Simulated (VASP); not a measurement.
Wanted: the native input for a VASP 6.6.1 run.

```yaml
Task: single point
Functional: PBE
Potentials_or_basis: VASP PAW PBE potentials, release 64 (Sn_d, O)
Cutoff: 520 eV
k_mesh: 8 × 8 × 3
Occupations: fermi-dirac, width 0.02 eV
Spin: no spin polarisation
Dipole_correction: no
Further_INCAR_settings: ALGO = Normal; EDIFF = 1e-07; NBANDS = 50
```

The structure of SnO lies in POSCAR:

```
SnO
1.0
    2.4832209710     -2.8408047908      0.0000000000
    2.4832209710      2.8408047908      0.0000000000
    0.0000000000      0.0000000000     11.0453668788
Sn O
4 4
Direct
    0.0000005395     -0.0000005395     -0.0127900218
   -0.0000005395      0.0000005395      0.4872099782
    0.4998775117      0.5001224883      0.2697865493
    0.5001224883      0.4998775117      0.7697865493
    0.9999980407      0.4999679746      0.3785017363
    0.0000019593      0.5000320254      0.8785017363
    0.5000320254      0.0000019593      0.3785017363
    0.4999679746      0.9999980407      0.8785017363
```

This cell differs from its parent crystal: volume scaled by 0.98, then relaxed in part.

The input as run:

INCAR

```
PREC = Accurate ; ENCUT = 520
EDIFF = 1E-7 ; ISMEAR = -1
SIGMA = 0.02 ; LREAL = False
LASPH = True ; NELM = 100
ALGO = Normal ; ISIF = 2
LWAVE = False ; LCHARG = True
GGA = PE ; LELF = True
LVHAR = True ; NBANDS = 50
```

KPOINTS

```
regular mesh
0
Gamma
  8 8 3
```

Potentials or basis: VASP PAW PBE potentials, release 64 (Sn_d, O).

The run is started by

```sh
$ cat potpaw_PBE.64/Sn_d/POTCAR potpaw_PBE.64/O/POTCAR > POTCAR
$ mpirun -np 1 vasp_std > vasp.out
```

Results of the run:

* Pressure: 3.2 GPa
* Largest force: 0.088 eV/Å
* Band gap on the k mesh: 0.54 eV

Caveat: spin-orbit coupling is left out, which moves the levels of the heavy elements.

Wall time 8.4 min on 1 thread of Oxide Virtual Turin-like Processor (shared host), peak memory 0.35 GiB.
